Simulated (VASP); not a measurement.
The system is HgS.

```
Hg S
1.0
     0.00000    2.92900    2.92900
     2.92900    0.00000    2.92900
     2.92900    2.92900    0.00000
Hg S
1 1
Direct
  0.00000 0.00000 0.00000
  0.75000 0.75000 0.75000
```

* Program: VASP 6.6.1
* Task: relaxation of cell and atoms
* Functional: PBE
* Potentials or basis: VASP PAW PBE potentials, release 64 (Hg, S)
* Cutoff: 500 eV
* k mesh: 12 × 12 × 12
* Occupations: gaussian, width 0.1 eV
* Spin: no spin polarisation

At the start: pressure 4.3 GPa; volume 25.13 Å³/atom.

Task: Where does the relaxation end?

Result: Over 3 steps the energy falls by 23.7 meV/atom and the volume is 27.01 Å³/atom (+7.5 %); space group F-43m (No. 216, to 0.05 Å).

Step by step:
```tsv
step	energy change (eV)	largest force (eV/Å)	pressure (GPa)	volume (Å³)
1	0.0000	0.0000	4.34	50.26
2	-0.0425	0.0000	-1.16	55.37
3	-0.0475	0.0000	0.01	54.01
```

Final structure:
```
CELL_PARAMETERS angstrom
0.00000 3.00022 3.00022
3.00022 0.00000 3.00022
3.00022 3.00022 0.00000
ATOMIC_POSITIONS crystal
Hg 0.00000 0.00000 0.00000
S 0.75000 0.75000 0.75000
```
